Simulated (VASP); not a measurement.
A run of VASP 6.6.1 is set up as follows.

Contents of POSCAR:

```
HfO2
1.0
    3.6043197357      0.0000000000      0.0000000000
    0.0000000000      3.6043197357      0.0000000000
    0.0000000000      0.0000000000      5.2636260232
Hf O
2 4
Direct
    0.5000000000      0.5000000000      0.5000000000
    0.0000000000      0.0000000000      0.0000000000
    0.0000000000      0.5000000000      0.6932841962
    0.5000000000      0.0000000000      0.8067158038
    0.5000000000      0.0000000000      0.3067158038
    0.0000000000      0.5000000000      0.1932841962
```

Contents of INCAR.step1:

```
  PREC = Accurate
  ENCUT = 600
  ISMEAR = -1
  SIGMA = 0.02
  LREAL = F
  LASPH = T
  NELM = 80
  GGA = PE
  ALGO = Normal
  EDIFF = 1E-4
  LWAVE = T
  LCHARG = F
```

File INCAR.step2:

```
  PREC = Accurate
  ENCUT = 600
  EDIFF = 1E-6
  ISMEAR = -1
  SIGMA = 0.02
  LREAL = F
  LASPH = T
  NELM = 80
  ALGO = Normal
  ISIF = 3
  LWAVE = F
  LCHARG = F
  METAGGA = R2SCAN
  LMIXTAU = T
  IBRION = 2
  NSW = 80
  EDIFFG = -0.005
  ISTART = 1
```

File KPOINTS:

```
Automatic mesh
0
Gamma
  6 6 4
```

Potentials or basis: VASP PAW PBE potentials, release 64 (Hf_pv, O).

Run with:

```sh
$ cat potpaw_PBE.64/Hf_pv/POTCAR potpaw_PBE.64/O/POTCAR > POTCAR
$ cp INCAR.step1 INCAR
$ mpirun -np 1 vasp_std > vasp.out
$ cp INCAR.step2 INCAR
$ mpirun -np 1 vasp_std > vasp.out
```

Task: Predict the band gap on the k mesh.

Result: 5.29 eV (least direct gap 5.37 eV).

Task: Predict the relaxed volume.

Result: 10.91 Å³/atom.

Final structure:
```cif
data_structure
_symmetry_space_group_name_H-M 'P 1'
_symmetry_Int_Tables_number 1
_cell_length_a 3.5595
_cell_length_b 3.5595
_cell_length_c 5.1686
_cell_angle_alpha 90.000
_cell_angle_beta 90.000
_cell_angle_gamma 90.000
_cell_volume 65.49
loop_
_atom_site_label
_atom_site_type_symbol
_atom_site_fract_x
_atom_site_fract_y
_atom_site_fract_z
_atom_site_occupancy
Hf1 Hf 0.50000 0.50000 0.50000 1
Hf2 Hf 0.00000 0.00000 0.00000 1
O1 O 0.00000 0.50000 0.69732 1
O2 O 0.50000 0.00000 0.80268 1
O3 O 0.50000 0.00000 0.30268 1
O4 O 0.00000 0.50000 0.19732 1
```

Caveat: the PAW data sets were made with another functional, which shifts forces and pressure a little; spin-orbit coupling is left out, which moves the levels of the heavy elements. A k mesh can miss the band edges.
